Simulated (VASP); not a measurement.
# Co (P6_3/mmc) in VASP: a series of runs

The runs below take Co through relaxation of shape and atoms at fixed volume, single point, with PBEsol.

Everything below comes from runs of VASP 6.6.1. Logs are shortened: lines on timing, memory, paths and dates and some standing lists are left out, and cuts for length are marked.

**1. The cell of the first run**

The structure is hexagonal, space group P6_3/mmc (No. 194). The conventional cell has a = 2.281 Å, b = 2.281 Å, c = 3.687 Å, α = 90.00°, β = 90.00°, γ = 120.00°. Co (site symmetry -6m2) has 12 Co at 2.27 to 2.28 Å within 3.0 Å.

**2. Relaxation of shape and atoms at fixed volume, PBEsol, collinear spin, ferromagnetic start**

File INCAR:

```
SYSTEM = Co
ALGO = Normal
EDIFF = 1E-7
EDIFFG = -0.005
ENCUT = 600
GGA = PS
IBRION = 2
ISIF = 4
ISMEAR = -1
ISPIN = 2
LASPH = .True.
LCHARG = .False.
LMAXMIX = 4
LORBIT = 11
LREAL = .False.
LWAVE = .False.
MAGMOM = 1.7 1.7
NELM = 150
NSW = 50
PREC = Accurate
SIGMA = 0.1
```

File KPOINTS:

```
k-points
0
Gamma
  17 17 9
  0 0 0
```

File POSCAR:

```
Co
1.0
    2.2807513599      0.0000000000      0.0000000000
   -1.1403756800      1.9751886174      0.0000000000
    0.0000000000      0.0000000000      3.6867468571
Co
2
Direct
    0.3333333333      0.6666666667      0.2500000000
    0.6666666667      0.3333333333      0.7500000000
```

Potentials or basis: VASP PAW PBE potentials, release 64 (Co).

Run with:

```
$ cat potpaw_PBE.64/Co/POTCAR > POTCAR
$ mpirun -np 1 vasp_std > vasp.out
```

OUTCAR:

```text
SYSTEM = Co
   EDIFF = 1E-7
   EDIFFG = -0.005
   ENCUT = 600
   GGA = PS
   IBRION = 2
   ISIF = 4
   ISMEAR = -1
   ISPIN = 2
   LASPH = .True.
   LORBIT = 11
   LREAL = .False.
   NELM = 150
   NSW = 50
   PREC = Accurate

 ion  position               nearest neighbor table
   1  0.333  0.667  0.250-   2 2.27   2 2.27   2 2.27   2 2.27   2 2.27   2 2.27
   2  0.667  0.333  0.750-   1 2.27   1 2.27   1 2.27   1 2.27   1 2.27   1 2.27

  LATTYP: Found a hexagonal cell.
 ALAT       =     2.2807513599
 C/A-ratio  =     1.6164615407

  Lattice vectors:

 A1 = (   2.2807513599,   0.0000000000,   0.0000000000)
 A2 = (  -1.1403756800,   1.9751886174,   0.0000000000)
 A3 = (   0.0000000000,   0.0000000000,   3.6867468571)

Analysis of symmetry for initial positions (statically):
=====================================================================
 Subroutine PRICEL returns:
 Original cell was already a primitive cell.

 Routine SETGRP: Setting up the symmetry group for a
 hexagonal supercell.

 Subroutine GETGRP returns: Found 24 space group operations
 (whereof 12 operations were pure point group operations)
 out of a pool of 24 trial point group operations.

The static configuration has the point symmetry D_3d.
 The point group associated with its full space group is D_6h.

Analysis of symmetry for dynamics (positions and initial velocities):
=====================================================================
 Subroutine PRICEL returns:
 Original cell was already a primitive cell.

 Routine SETGRP: Setting up the symmetry group for a
 hexagonal supercell.

 Subroutine GETGRP returns: Found 24 space group operations
 (whereof 12 operations were pure point group operations)
 out of a pool of 24 trial point group operations.

The dynamic configuration has the point symmetry D_3d.
 The point group associated with its full space group is D_6h.

Analysis of structural, dynamic, and magnetic symmetry:
=====================================================================
 Subroutine PRICEL returns:
 Original cell was already a primitive cell.

 Routine SETGRP: Setting up the symmetry group for a
 hexagonal supercell.

 Subroutine GETGRP returns: Found 24 space group operations
 (whereof 12 operations were pure point group operations)
 out of a pool of 24 trial point group operations.

The overall configuration has the point symmetry D_3d.
 The point group associated with its full space group is D_6h.

 Subroutine INISYM returns: Found 24 space group operations
 (whereof 12 operations are pure point group operations),
 and found     1 'primitive' translations

----------------------------------------------------------------------------------------

                                     Primitive cell

  volume of cell :      16.6085

  direct lattice vectors                    reciprocal lattice vectors
     2.280751360  0.000000000  0.000000000     0.438452002  0.253140381  0.000000000
    -1.140375680  1.975188617  0.000000000     0.000000000  0.506280763  0.000000000
     0.000000000  0.000000000  3.686746857     0.000000000  0.000000000  0.271241840

  length of vectors
     2.280751360  2.280751360  3.686746857     0.506280763  0.506280763  0.271241840

  position of ions in fractional coordinates (direct lattice)
     0.333333333  0.666666667  0.250000000
     0.666666667  0.333333333  0.750000000

  ion indices of the primitive-cell ions
   primitive index   ion index
                 1           1
                 2           2

----------------------------------------------------------------------------------------

 KPOINTS: k-points

Automatic generation of k-mesh.
 Grid dimensions read from file:
 generate k-points for:   17   17    9

 Generating k-lattice:

  Cartesian coordinates                     Fractional coordinates (reciprocal lattice)
     0.025791294  0.014890611  0.000000000     0.058823529  0.000000000  0.000000000
     0.000000000  0.029781221  0.000000000     0.000000000  0.058823529  0.000000000
     0.000000000  0.000000000  0.030137982     0.000000000  0.000000000  0.111111111

  Length of vectors
     0.029781221  0.029781221  0.030137982

  Shift w.r.t. Gamma in fractional coordinates (k-lattice)
     0.000000000  0.000000000  0.000000000

 Subroutine IBZKPT returns following result:
 ===========================================

 Found    165 irreducible k-points:

 Following reciprocal coordinates:
            Coordinates               Weight
  0.000000  0.000000  0.000000      1.000000
  0.058824  0.000000  0.000000      6.000000
  0.117647  0.000000  0.000000      6.000000
  0.176471  0.000000  0.000000      6.000000
  0.235294  0.000000  0.000000      6.000000
  0.294118  0.000000  0.000000      6.000000
[... 16 lines left out ...]
  0.411765  0.117647  0.000000     12.000000
  0.176471  0.176471  0.000000      6.000000
 [... further k-points ...]
   k-points           NKPTS =    165   k-points in BZ     NKDIM =    165   number of bands    NBANDS=     15
   number of dos      NEDOS =    301   number of ions     NIONS =      2
   total plane-waves  NPLWV =   9720
   dimension x,y,z NGX =    18 NGY =   18 NGZ =   30
   dimension x,y,z NGXF=    36 NGYF=   36 NGZF=   60
   ions per type =               2
   NGX,Y,Z   is equivalent  to a cutoff of  13.12, 13.12, 13.53 a.u.
   NGXF,Y,Z  is equivalent  to a cutoff of  26.24, 26.24, 27.06 a.u.
 SYSTEM =  Co
   PREC   = accura    normal or accurate (medium, high low for compatibility)
   ISTART =      0    job   : 0-new  1-cont  2-samecut
   ICHARG =      2    charge: 1-file 2-atom 10-const
   ISPIN  =      2    spin polarized calculation?
   LNONCOLLINEAR =      F non collinear calculations
   LSORBIT =      F    spin-orbit coupling
   LASPH  =      T    aspherical Exc in radial PAW
   ENCUT  =  600.0 eV  44.10 Ry    6.64 a.u.   4.56  4.56  7.36*2*pi/ulx,y,z
   NELM   =    150;   NELMIN=  2; NELMDL= -5     # of ELM steps
   EDIFF  = 0.1E-06   stopping-criterion for ELM
   LREAL  =      F    real-space projection
   EDIFFG = -.5E-02   stopping-criterion for IOM
   NSW    =     50    number of steps for IOM
   IBRION =      2    ionic relax: 0-MD 1-quasi-New 2-CG
   NFREE  =      1    steps in history (QN), initial steepest desc. (CG)
   ISIF   =      4    stress and relaxation
   ISYM   =      2    0-nonsym 1-usesym 2-fastsym
   POTIM  = 0.5000    time-step for ionic-motion
   TEBEG  =    0.0;   TEEND  =   0.0 temperature during run
   PSTRESS=    0.0 pullay stress
   NELECT =      18.0000    total number of electrons
   NUPDOWN=      -1.0000    fix difference up-down
   EMIN   =  10.00;   EMAX   =-10.00  energy-range for DOS
   EFERMI =   0.00;   METHOD = LEGACY
   ISMEAR =    -1;   SIGMA  =   0.10  broadening in eV -4-tet -1-fermi 0-gaus
   EFERMI_NEDOS =   21; number of points for ismear=-14 and -15
   IALGO  =     38    algorithm
   IMIX   =      4    mixing-type and parameters
     AMIX     =   0.40;   BMIX     =  1.00
     AMIX_MAG =   1.60;   BMIX_MAG =  1.00
  volume/ion in A,a.u.               =       8.30        56.04
  Fermi-wavevector in a.u.,A,eV,Ry     =   1.681599  3.177761 38.474208  2.827775
  Thomas-Fermi vector in A             =   2.765127
   LORBIT       =     11    0 simple, 1 ext, 2 COOP (PROOUT), +10 PAW based schemes
   GGA     = PS    functional components
   LHFCALC =     F    Hartree Fock is set to
   AEXX    =    0.0000 exact exchange contribution
   IVDW    =     0    specifies the selected vdW correction
   LEPSILON=     F    determine dielectric tensor
   LRPA    =     F    only Hartree local field effects (RPA)
 conjugate gradient relaxation of ions
 spin polarized calculation
  energy-cutoff  :      600.00
  volume of cell :       16.61
 maximum number of plane-waves:       572
   NGX =  9   NGY =  9   NGZ = 15

--------------------------------------- Ionic step        1  -------------------------------------------

 number of electron      18.0000003 magnetization       1.9386733

 Free energy of the ion-electron system (eV)
  ---------------------------------------------------
  ext. energy  EPLUGINS =         0.00000000
  ---------------------------------------------------
  free energy    TOTEN  =       -14.62442492 eV

  energy without entropy =      -14.51525794  energy(sigma->0) =      -14.56984143

------------------------ aborting loop because EDIFF is reached ----------------------------------------

  FORCE on cell =-STRESS in cart. coord.  units (eV):
  Direction    XX          YY          ZZ          XY          YZ          ZX
  --------------------------------------------------------------------------------------
  -------------------------------------------------------------------------------------
  Total        8.5383710      8.5383710      8.3998346     -0.0000000      0.0000000      0.0000000
  in kB      823.6747775    823.6747775    810.3105281     -0.0000000      0.0000000      0.0000000
  external PRESSURE =     819.2200277 kB  Pullay stress =       0.0000000 kB
[... 57 lines left out ...]
  energy  without entropy=      -14.5152589242  energy(sigma->0) =      -14.56987991

--------------------------------------- Ionic step        3  -------------------------------------------

 number of electron      18.0000003 magnetization       1.9421939

 Free energy of the ion-electron system (eV)
  ---------------------------------------------------
  ext. energy  EPLUGINS =         0.00000000
  ---------------------------------------------------
  free energy    TOTEN  =       -14.62452669 eV

  energy without entropy =      -14.51532087  energy(sigma->0) =      -14.56992378

 E-fermi :  14.5261     XC(G=0): -15.2493

 val. band max:       14.5242873632   @ k =   0.4118   0.0588   0.2222
 cond. band min:      14.5262666342   @ k =   0.1176   0.0588   0.4444
 fundamental gap:      0.0019792710
 Fermi energy:        14.5260858053

 spin component 1

 k-point     1 :       0.0000    0.0000    0.0000
  band No.  band energies     occupation
      1       3.8137      1.00000
      2       7.8817      1.00000
      3      11.5198      1.00000
      4      11.5316      1.00000
      5      11.5316      1.00000
      6      12.0362      1.00000
      7      12.0362      1.00000
      8      12.5609      1.00000
      9      12.5609      1.00000
     10      14.2546      0.93790
     11      14.2546      0.93790
     12      14.2740      0.92558
     13      23.6912      0.00000
     14      38.5019      0.00000
     15      42.5113      0.00000
[... 399 lines left out ...]
      1       7.2487      1.00000
      2       9.3640      1.00000
      3       9.6287      1.00000
      4       9.8472      1.00000
      5      11.2946      1.00000
      6      11.6496      1.00000
      7      12.2110      1.00000
      8      12.7858      1.00000
      9      13.6238      0.99988
     10      14.2680      0.92960
     11      14.4468      0.68842
     12      22.0366      0.00000
     13      24.2353      0.00000
     14      29.4337      0.00000
     15      30.4429      0.00000

 [... further k-points ...]

 spin component 2

 k-point     1 :       0.0000    0.0000    0.0000
  band No.  band energies     occupation
      1       3.8891      1.00000
      2       8.4720      1.00000
      3      12.4994      1.00000
      4      12.4994      1.00000
      5      12.5008      1.00000
      6      13.0421      1.00000
      7      13.0421      1.00000
      8      13.6277      0.99987
      9      13.6277      0.99987
     10      14.3399      0.86554
     11      15.4025      0.00016
     12      15.4025      0.00016
     13      24.3604      0.00000
     14      38.4446      0.00000
     15      42.5246      0.00000
[... 443 lines left out ...]
  FREE ENERGIE OF THE ION-ELECTRON SYSTEM (eV)
  ---------------------------------------------------
  free  energy   TOTEN  =       -14.6245266938 eV

  energy  without entropy=      -14.5153208671  energy(sigma->0) =      -14.56992378

 reached required accuracy - stopping structural energy minimisation

 total charge

# of ion       s       p       d       tot
------------------------------------------
    1        0.621   0.810   7.514   8.945
    2        0.621   0.810   7.514   8.945
--------------------------------------------------
tot          1.243   1.620  15.028  17.891

 magnetization (x)

# of ion       s       p       d       tot
------------------------------------------
    1       -0.011  -0.036   0.996   0.949
    2       -0.011  -0.036   0.996   0.949
--------------------------------------------------
tot         -0.022  -0.072   1.992   1.898
```

Run time: 2.1 min. Hardware: 1 thread of Intel Xeon 6975P-C, shared host; peak memory 0.2 GiB.

What came out:

* Free energy: -14.6245 eV
* Energy gained by relaxing: 0.1 meV/atom
* Ionic steps: 3
* Pressure after relaxing: 82.0 GPa
* Net moment: 1.94 μB per cell
* Site moments: Co +0.95 μB
* Valence electrons inside the program's atomic spheres: Co 8.95

Step by step:
| step | energy change (eV) | largest force (eV/Å) | pressure (GPa) | volume (Å³) |
| --- | --- | --- | --- | --- |
| 1 | 0.0000 | 0.0000 | 81.92 | 16.61 |
| 2 | -0.0001 | 0.0000 | 82.02 | 16.61 |
| 3 | -0.0001 | 0.0000 | 82.01 | 16.61 |

Final structure:
```xyz
2
Lattice="2.2824 0.0000 0.0000 -1.1412 1.9767 0.0000 0.0000 0.0000 3.6813" Properties=species:S:1:pos:R:3 pbc="T T T"
Co    0.0000    1.3178    0.9203
Co    1.1412    0.6589    2.7610
```

Levels at points of the mesh, in eV from the Fermi level:
Spin up:
```tsv
k point	band 8	band 9	band 10	band 11	band 12	band 13
(0.00, 0.00, 0.00)	-1.97	-1.97	-0.27	-0.27	-0.25	9.17
```
Spin down:
```tsv
k point	band 5	band 6	band 7	band 8	band 9	band 10	band 11	band 12
(0.00, 0.00, 0.00)	-2.03	-1.48	-1.48	-0.90	-0.90	-0.19	0.88	0.88
```

Caveat: the PAW data sets were made with another functional, which shifts forces and pressure a little.

**3. Single point, PBEsol, collinear spin, ferromagnetic start**

This run uses another cell than the first one, of 4.67 Å³/atom, 0.562 times its volume.

File INCAR:

```
SYSTEM = Co
ALGO = Normal ; EDIFF = 1E-7
ENCUT = 520 ; GGA = PS
ISIF = 2 ; ISMEAR = -1
ISPIN = 2 ; LASPH = .TRUE.
LCHARG = .TRUE. ; LELF = .TRUE.
LMAXMIX = 4 ; LORBIT = 11
LREAL = .FALSE. ; LVHAR = .TRUE.
LWAVE = .FALSE. ; MAGMOM = 1.7 1.7
NBANDS = 20 ; NELM = 150
PREC = Accurate ; SIGMA = 0.1
```

File KPOINTS:

```
k-points
0
G
  17 17 9
  0 0 0
```

File POSCAR:

```
Co
1.0
    1.8793752538      0.0000000000      0.0000000000
   -0.9396876269      1.6275867130      0.0000000000
    0.0000000000      0.0000000000      3.0541806566
Co
2
Direct
    0.3333333333      0.6666666667      0.2500000000
    0.6666666667      0.3333333333      0.7500000000
```

Potentials or basis: VASP PAW PBE potentials, release 64 (Co).

Run with:

```
$ cat potpaw_PBE.64/Co/POTCAR > POTCAR
$ mpirun -np 1 vasp_std > vasp.out
```

OUTCAR:

```text
SYSTEM = Co
   EDIFF = 1E-7
   ENCUT = 520
   GGA = PS
   ISIF = 2
   ISMEAR = -1
   ISPIN = 2
   LASPH = .TRUE.
   LORBIT = 11
   LREAL = .FALSE.
   NELM = 150
   PREC = Accurate

 ion  position               nearest neighbor table
   1  0.333  0.667  0.250-   2 1.87   2 1.87   2 1.87   2 1.87   2 1.87   2 1.87   2 2.65   2 2.65
                             2 2.65   2 2.65   2 2.65   2 2.65
   2  0.667  0.333  0.750-   1 1.87   1 1.87   1 1.87   1 1.87   1 1.87   1 1.87   1 2.65   1 2.65
                             1 2.65   1 2.65   1 2.65   1 2.65

  LATTYP: Found a hexagonal cell.
 ALAT       =     1.8793752538
 C/A-ratio  =     1.6251042204

  Lattice vectors:

 A1 = (   1.8793752538,   0.0000000000,   0.0000000000)
 A2 = (  -0.9396876269,   1.6275867130,   0.0000000000)
 A3 = (   0.0000000000,   0.0000000000,   3.0541806566)

Analysis of symmetry for initial positions (statically):
=====================================================================
 Subroutine PRICEL returns:
 Original cell was already a primitive cell.

 Routine SETGRP: Setting up the symmetry group for a
 hexagonal supercell.

 Subroutine GETGRP returns: Found 24 space group operations
[... 1304 lines left out ...]

  FORCE on cell =-STRESS in cart. coord.  units (eV):
  Direction    XX          YY          ZZ          XY          YZ          ZX
  --------------------------------------------------------------------------------------
  -------------------------------------------------------------------------------------
  Total       68.3879339     68.3879339     68.2159683     -0.0000000      0.0000000      0.0000000
  in kB    11728.3712231  11728.3712226  11698.8795270     -0.0000000      0.0000000      0.0000000
  external PRESSURE =   11718.5406576 kB  Pullay stress =       0.0000000 kB

 VOLUME and BASIS-vectors are now :
 -----------------------------------------------------------------------------
  energy-cutoff  :      520.00
  volume of cell :        9.34
      direct lattice vectors                 reciprocal lattice vectors
     1.879375254  0.000000000  0.000000000     0.532091714  0.307203294  0.000000000
    -0.939687627  1.627586713  0.000000000     0.000000000  0.614406589  0.000000000
     0.000000000  0.000000000  3.054180657     0.000000000  0.000000000  0.327420055

 POSITION                                       TOTAL-FORCE (eV/Angst)
 -----------------------------------------------------------------------------------
     -0.00000      1.08506      0.76355        -0.000000      0.000000      0.000000
      0.93969      0.54253      2.29064         0.000000     -0.000000      0.000000
 -----------------------------------------------------------------------------------
    total drift:                                0.000000     -0.000000     -0.000000

  FREE ENERGIE OF THE ION-ELECTRON SYSTEM (eV)
  ---------------------------------------------------
  free  energy   TOTEN  =         4.2675279469 eV

  energy  without entropy=        4.3232821014  energy(sigma->0) =        4.29540502

 total charge

# of ion       s       p       d       tot
------------------------------------------
    1        1.078   1.759   8.895  11.732
    2        1.078   1.759   8.895  11.732
--------------------------------------------------
tot          2.156   3.517  17.791  23.463

 magnetization (x)

# of ion       s       p       d       tot
------------------------------------------
    1        0.000   0.000  -0.000  -0.000
    2        0.000   0.000  -0.000  -0.000
--------------------------------------------------
tot          0.000   0.000  -0.000  -0.000
```

Run time: 1.7 min. Hardware: 1 thread of AMD EPYC 7R43 (Zen 3), shared host; peak memory 0.11 GiB.

The run converged, but its numbers aren't listed here, since they failed a check.

Caveat: the starting moments collapsed, and a magnetic state may lie lower; the PAW data sets were made with another functional, which shifts forces and pressure a little.

[end of part 1 of 2]
